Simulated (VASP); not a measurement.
# AlN (Pm) in VASP: further runs, part 3 of 3

VASP 6.6.1. The steps go on from the part before.

**4. Single point, PBE (atom 1 (Al) moved by -0.126 Å along [1 0 0] and -0.378 Å along [1 2 0])**

File INCAR:

```
SYSTEM = AlN
PREC     = Accurate       ! precision mode
ENCUT    = 520            ! plane-wave cutoff, eV
EDIFF    = 1E-7           ! SCF threshold, eV
ISMEAR   = 0              ! smearing method
SIGMA    = 0.05           ! smearing width, eV
LREAL    = .FALSE.        ! projectors in reciprocal space
LASPH    = .TRUE.         ! aspherical terms in the spheres
NELM     = 100            ! most SCF steps
ALGO     = Normal         ! electronic algorithm
ISIF     = 2              ! what is computed and relaxed
LWAVE    = .FALSE.        ! write WAVECAR
LCHARG   = .TRUE.         ! write CHGCAR
GGA      = PE             ! functional
LELF     = .TRUE.         ! ELF
LVHAR    = .TRUE.       
NBANDS   = 26             ! bands
```

File KPOINTS:

```
Automatic mesh
0
G
  8 6 4
  0 0 0
```

File POSCAR:

```
AlN
1.0
   -1.6567491617      2.8695737234      0.0000000000
    0.0000000000      0.0000000000      4.1874629526
    4.9702474850      2.8695737234      0.0000000000
Al N
4 4
Direct
    0.4202179760      0.7500000000      0.1147218084
    0.0000000000      0.7500000000      0.6666666667
    0.0000000000      0.2500000000      0.3333333333
    0.5000000000      0.2500000000      0.8333333333
    0.5000000000      0.2500000000      0.1666666667
    0.0000000000      0.2500000000      0.6666666667
    0.0000000000      0.7500000000      0.3333333333
    0.5000000000      0.7500000000      0.8333333333
```

Launch:

```console
$ cat potpaw_PBE.64/Al/POTCAR potpaw_PBE.64/N/POTCAR > POTCAR
$ mpirun -np 1 vasp_std > vasp.out
```

It took 87 s on 1 thread of AMD EPYC 9R45 (Zen 5), shared host; peak memory 0.23 GiB.

Results (log left out):

| Quantity | Value |
| --- | --- |
| Free energy | -57.1786 eV |
| Pressure | 5.4 GPa |
| Largest force | 8.923 eV/Å |
| Band gap on the k mesh | 2.69 eV |

Forces in eV/Å, atoms in the order of the input:
```
Al   7.057  5.460  0.000
Al  -1.451 -0.994  0.000
Al  -0.031 -0.437  0.000
Al  -0.336  0.119  0.000
N   -0.862 -1.206  0.000
N    0.586  0.289  0.000
N   -0.052 -0.899  0.000
N   -4.911 -2.333  0.000
```

Stress tensor (GPa, compression positive):
```
16.23  5.30  0.00
 5.30 -0.30  0.00
 0.00  0.00  0.35
```

Levels at points of the mesh, in eV from the valence-band top:
| k point | band 12 | band 13 | band 14 | band 15 | band 16 | band 17 | band 18 | band 19 | band 20 | band 21 |
| --- | --- | --- | --- | --- | --- | --- | --- | --- | --- | --- |
| (0.00, 0.00, 0.00) | -2.94 | -2.19 | -1.76 | -0.51 | 0.00 | 2.69 | 3.73 | 4.42 | 6.90 | 6.92 |
| (0.50, 0.00, 0.00) | -3.76 | -2.71 | -2.29 | -2.27 | -2.08 | 5.03 | 5.17 | 5.85 | 6.11 | 7.63 |
| (0.00, 0.50, 0.00) | -2.54 | -2.46 | -1.69 | -1.69 | -1.13 | 4.10 | 4.81 | 5.53 | 5.93 | 8.18 |
| (0.50, 0.50, 0.00) | -4.51 | -1.61 | -1.36 | -0.66 | -0.65 | 5.45 | 5.47 | 6.24 | 6.52 | 8.51 |
| (0.00, 0.00, 0.50) | -3.10 | -2.05 | -1.66 | -0.76 | -0.45 | 3.82 | 4.93 | 5.82 | 5.88 | 7.60 |
| (0.50, 0.00, 0.50) | -3.65 | -2.89 | -2.52 | -1.67 | -1.33 | 3.36 | 4.08 | 6.36 | 6.76 | 6.94 |
| (0.00, 0.50, 0.50) | -2.36 | -2.25 | -1.78 | -1.52 | -1.19 | 3.98 | 5.00 | 5.24 | 6.22 | 8.51 |
| (0.50, 0.50, 0.50) | -3.13 | -2.35 | -2.13 | -1.35 | -1.14 | 4.42 | 4.59 | 5.26 | 5.49 | 8.74 |

Caveat: the cell differs from its parent crystal (atom 1 (Al) moved by -0.126 Å along [1 0 0] and -0.378 Å along [1 2 0]); the stress differs along the axes, from -0 to 16 GPa; forces of over 1 eV/Å act on the atoms, so gaps and moduli don't describe the material at rest. A k mesh can miss the band edges.

**5. Single point, PBE (atom 1 (Al) moved by -0.378 Å along [1 0 0] and +0.378 Å along [1 2 0])**

File INCAR:

```
SYSTEM = AlN
  PREC = Accurate
  ENCUT = 520
  EDIFF = 1E-7
  ISMEAR = 0
  SIGMA = 0.05
  LREAL = .False.
  LASPH = .True.
  NELM = 100
  ALGO = Normal
  ISIF = 2
  LWAVE = .False.
  LCHARG = .False.
  GGA = PE
  NBANDS = 26
```

File KPOINTS:

```
Automatic mesh
0
Gamma
  8 6 4
  0 0 0
```

POSCAR, as its differences from that of step 4:

```diff
@@ -8,3 +8,3 @@
 Direct
-    0.4202179760      0.7500000000      0.1147218084
+    0.6558345749      0.7500000000      0.1425589741
     0.0000000000      0.7500000000      0.6666666667
```

Launch:

```console
$ cat potpaw_PBE.64/Al/POTCAR potpaw_PBE.64/N/POTCAR > POTCAR
$ mpirun -np 1 vasp_std > vasp.out
```

Wall time 84 s (1 thread of AMD EPYC 9R45 (Zen 5), shared host); peak memory 0.23 GiB.

The run converged. Its results:

| Quantity | Value |
| --- | --- |
| Free energy | -56.6083 eV |
| Pressure | 8.4 GPa |
| Largest force | 9.123 eV/Å |
| Band gap on the k mesh | 2.72 eV |

Forces in eV/Å, atoms in the order of the input:
```
Al   1.242 -9.038  0.000
Al  -1.040 -0.348  0.000
Al  -0.205  0.842  0.000
Al   0.199 -0.276  0.000
N   -1.115  0.682  0.000
N    0.162  0.156  0.000
N    1.505  7.803  0.000
N   -0.747  0.179  0.000
```

Stress tensor (GPa, compression positive):
```
 1.23  8.66  0.00
 8.66 23.25  0.00
 0.00  0.00  0.70
```

Levels at points of the mesh, in eV from the valence-band top:
| k point | band 13 | band 14 | band 15 | band 16 | band 17 | band 18 | band 19 | band 20 |
| --- | --- | --- | --- | --- | --- | --- | --- | --- |
| (0.00, 0.00, 0.00) | -1.89 | -1.64 | -0.96 | 0.00 | 2.72 | 3.79 | 4.26 | 6.61 |
| (0.50, 0.00, 0.00) | -2.89 | -2.33 | -2.28 | -2.03 | 4.97 | 5.16 | 6.08 | 6.32 |
| (0.00, 0.50, 0.00) | -2.44 | -1.85 | -1.80 | -1.48 | 4.31 | 4.75 | 5.59 | 5.77 |
| (0.50, 0.50, 0.00) | -1.28 | -1.22 | -1.04 | -0.66 | 5.12 | 5.58 | 6.45 | 6.47 |
| (0.00, 0.00, 0.50) | -1.70 | -1.33 | -0.92 | -0.90 | 3.85 | 4.93 | 5.65 | 5.84 |
| (0.50, 0.00, 0.50) | -3.13 | -2.47 | -1.74 | -1.24 | 3.42 | 4.12 | 6.40 | 6.91 |
| (0.00, 0.50, 0.50) | -2.04 | -1.90 | -1.87 | -1.50 | 4.20 | 4.87 | 5.34 | 6.07 |
| (0.50, 0.50, 0.50) | -1.95 | -1.93 | -1.74 | -1.27 | 4.33 | 4.57 | 5.30 | 5.53 |

Caveat: the cell differs from its parent crystal (atom 1 (Al) moved by -0.378 Å along [1 0 0] and +0.378 Å along [1 2 0]); the stress differs along the axes, from 1 to 23 GPa; forces of over 1 eV/Å act on the atoms, so gaps and moduli don't describe the material at rest.

**6. Single point, PBE (atom 1 (Al) moved by -0.630 Å along [1 0 0] and -0.126 Å along [1 2 0])**

File INCAR:

```
SYSTEM = AlN
  ALGO = Normal
  EDIFF = 1E-6
  ENCUT = 520
  GGA = PE
  ISIF = 2
  ISMEAR = 0
  LASPH = .True.
  LCHARG = .False.
  LREAL = .False.
  LWAVE = .False.
  NBANDS = 26
  NELM = 60
  PREC = Accurate
  SIGMA = 0.05
```

File KPOINTS:

```
k-points
0
Gamma
  8 6 4
  0 0 0
```

POSCAR, as its differences from that of step 5:

```diff
@@ -8,3 +8,3 @@
 Direct
-    0.6558345749      0.7500000000      0.1425589741
+    0.5621339681      0.7500000000      0.0606237378
     0.0000000000      0.7500000000      0.6666666667
```

Potentials or basis: VASP PAW PBE potentials, release 64 (Al, N).

Launch:

```console
$ cat potpaw_PBE.64/Al/POTCAR potpaw_PBE.64/N/POTCAR > POTCAR
$ mpirun -np 1 vasp_std > vasp.out
```

It took 73 s on 1 thread of AMD EPYC 9R45 (Zen 5), shared host; peak memory 0.23 GiB.

The run converged. Its results:

| Item | Value |
| --- | --- |
| Free energy | -50.3300 eV |
| Pressure | 28.4 GPa |
| Largest force | 41.070 eV/Å |
| Band gap on the k mesh | 1.27 eV (least direct gap 1.33 eV) |

Forces on the atoms (eV/Å):
```
Al   33.146  24.250   0.000
Al   -3.210  -1.587   0.000
Al   -0.789  -0.279   0.000
Al   -0.309  -0.602   0.000
N    -2.638  -0.933   0.000
N     1.201   0.713   0.000
N    -0.987  -0.803   0.000
N   -26.414 -20.759   0.000
```

Stress tensor (GPa, compression positive):
```
50.80 41.27  0.00
41.27 32.39  0.00
 0.00  0.00  1.99
```

Levels at points of the mesh, in eV from the valence-band top:
| k point | band 14 | band 15 | band 16 | band 17 | band 18 | band 19 |
| --- | --- | --- | --- | --- | --- | --- |
| (0.00, 0.00, 0.00) | -2.32 | -0.50 | -0.06 | 1.27 | 2.85 | 4.10 |
| (0.50, 0.00, 0.00) | -2.47 | -2.39 | -2.20 | 4.05 | 4.07 | 5.06 |
| (0.00, 0.50, 0.00) | -1.98 | -1.68 | -0.61 | 2.44 | 4.03 | 4.78 |
| (0.50, 0.50, 0.00) | -2.10 | -0.80 | -0.66 | 4.31 | 4.58 | 5.54 |
| (0.00, 0.00, 0.50) | -2.87 | -0.93 | 0.00 | 2.30 | 4.24 | 5.01 |
| (0.50, 0.00, 0.50) | -2.65 | -1.97 | -1.66 | 2.48 | 3.49 | 5.12 |
| (0.00, 0.50, 0.50) | -1.69 | -1.64 | -0.68 | 2.18 | 4.14 | 4.58 |
| (0.50, 0.50, 0.50) | -2.60 | -1.51 | -1.01 | 3.48 | 3.65 | 4.63 |

Caveat: the cell differs from its parent crystal (atom 1 (Al) moved by -0.630 Å along [1 0 0] and -0.126 Å along [1 2 0]); atoms lie so close that the PAW spheres overlap strongly, which falsifies energies and pressures; the stress differs along the axes, from 2 to 51 GPa; forces of over 1 eV/Å act on the atoms, so gaps and moduli don't describe the material at rest.

**7. Single point, PBE (atom 1 (Al) moved by +0.630 Å along [1 0 0] and +0.630 Å along [1 2 0])**

File INCAR:

```
SYSTEM = AlN
  ALGO = Normal
  EDIFF = 1E-6
  ENCUT = 520
  GGA = PE
  ISIF = 2
  ISMEAR = 0
  LASPH = .True.
  LCHARG = .True.
  LELF = .True.
  LREAL = .False.
  LVHAR = .True.
  LWAVE = .False.
  NBANDS = 26
  NELM = 80
  PREC = Accurate
  SIGMA = 0.05
```

KPOINTS is that of step 6.

POSCAR, as its differences from that of step 6:

```diff
@@ -8,3 +8,3 @@
 Direct
-    0.5621339681      0.7500000000      0.0606237378
+    0.5695929142      0.7500000000      0.3166185563
     0.0000000000      0.7500000000      0.6666666667
```

Launch:

```console
$ cat potpaw_PBE.64/Al/POTCAR potpaw_PBE.64/N/POTCAR > POTCAR
$ mpirun -np 1 vasp_std > vasp.out
```

Run time: 80 s. Hardware: 1 thread of AMD EPYC 9R45 (Zen 5), shared host; peak memory 0.23 GiB.

Results (log left out):

- Free energy: -52.6481 eV
- Pressure: 21.0 GPa
- Largest force: 21.427 eV/Å
- Band gap on the k mesh: 1.80 eV

Forces in eV/Å, atoms in the order of the input:
```
Al    5.053 -20.822   0.000
Al    2.886   2.372   0.000
Al   -1.421   0.227   0.000
Al    0.812   0.473   0.000
N     2.234   1.685   0.000
N    -0.896  -0.529   0.000
N    -6.848  17.564   0.000
N    -1.821  -0.969   0.000
```

Stress tensor (GPa, compression positive):
```
  9.51 -24.92   0.00
-24.92  50.81   0.00
  0.00   0.00   2.78
```

Levels at points of the mesh, in eV from the valence-band top:
```
           k point  band 12  band 13  band 14  band 15  band 16  band 17  band 18  band 19  band 20  band 21
(0.00, 0.00, 0.00)    -2.41    -2.26    -1.16    -0.96     0.00     1.80     3.95     4.50     5.90     7.00
(0.50, 0.00, 0.00)    -3.71    -3.24    -2.29    -2.17    -1.54     3.27     3.93     6.37     6.69     6.91
(0.00, 0.50, 0.00)    -2.46    -2.29    -1.89    -1.84    -1.27     3.64     4.41     5.55     6.16     7.44
(0.50, 0.50, 0.00)    -3.68    -2.08    -1.03    -0.82    -0.57     3.59     4.12     6.66     7.09     8.39
(0.00, 0.00, 0.50)    -2.53    -2.14    -1.28    -0.90    -0.67     3.47     5.26     5.76     6.14     6.47
(0.50, 0.00, 0.50)    -3.67    -3.34    -2.64    -1.77    -0.93     2.14     4.39     4.75     5.89     6.76
(0.00, 0.50, 0.50)    -2.67    -2.26    -1.96    -1.52    -0.95     3.42     4.30     5.77     6.74     8.17
(0.50, 0.50, 0.50)    -2.84    -2.46    -1.55    -1.33    -1.32     2.61     3.41     5.39     6.07     8.40
```

Caveat: the cell differs from its parent crystal (atom 1 (Al) moved by +0.630 Å along [1 0 0] and +0.630 Å along [1 2 0]); the stress differs along the axes, from 3 to 51 GPa; forces of over 1 eV/Å act on the atoms, so gaps and moduli don't describe the material at rest.

**8. Overview**

| cell | gap on the mesh (eV) | pressure (GPa) | largest force (eV/Å) |
| --- | --- | --- | --- |
| as given, atomic positions A | 2.93 | 9.3 | 14.77 |
| as given, atomic positions B | 2.73 | 4.7 | 6.96 |
| as given, atomic positions C | 2.69 | 5.4 | 8.92 |
| as given, atomic positions D | 2.72 | 8.4 | 9.12 |
| as given, atomic positions E | 1.27 | 28.4 | 41.07 |
| as given, atomic positions F | 1.80 | 21.0 | 21.43 |

Alike in all rows: task single point; level PBE; potentials or basis VASP PAW PBE potentials, release 64 (Al, N); no spin polarisation; k mesh 8 × 6 × 4; cutoff (eV) 520; smearing gaussian 0.05 eV.

Caveats: forces of over 1 eV/Å act on the atoms, so gaps and moduli don't describe the material at rest; the stress differs along the axes, from 0 to 21 GPa (at least some runs); the stress differs along the axes, from 0 to 8 GPa (at least some runs); the stress differs along the axes, from -0 to 16 GPa (at least some runs); the stress differs along the axes, from 1 to 23 GPa (at least some runs); atoms lie so close that the PAW spheres overlap strongly, which falsifies energies and pressures (at least some runs); the stress differs along the axes, from 2 to 51 GPa (at least some runs).

Absolute energies hang on the potentials; compare differences alone.
